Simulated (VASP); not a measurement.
The system is HfB2.

```
Hf B
1.0
     3.14000    0.00000    0.00000
    -1.57000    2.71932    0.00000
     0.00000    0.00000    3.48000
Hf B
1 2
Direct
  0.00000 0.00000 0.00000
  0.66667 0.33333 0.50000
  0.33333 0.66667 0.50000
```

Base run:

```yaml
Program: VASP 6.6.1
Functional: PBEsol
Potentials_or_basis: VASP PAW PBE potentials, release 64 (Hf_pv, B)
Cutoff: 520 eV
k_mesh: 10 × 10 × 8
Occupations: fermi-dirac, width 0.05 eV
Spin: no spin polarisation
Hubbard_terms: Hf d U = 8.0 eV
```

Its results: band gap on the k mesh zero (band 8 reaches 9.44 eV, above the bottom of band 9 at 8.44 eV); pressure 20.0 GPa.

**Question.** The run is repeated on the same cell with these changes: hubbard terms from Hf d U = 8.0 eV to none. What comes out?

**Answer.** Band gap on the k mesh zero (band 8 reaches 8.11 eV, above the bottom of band 9 at 7.30 eV); pressure -4.4 GPa.

Caveats: the PAW data sets were made with another functional, which shifts forces and pressure a little; spin-orbit coupling is left out, which moves the levels of the heavy elements; U without spin polarisation on a metal has little footing (some runs); the U is typed as a test and isn't derived for this compound (some runs).
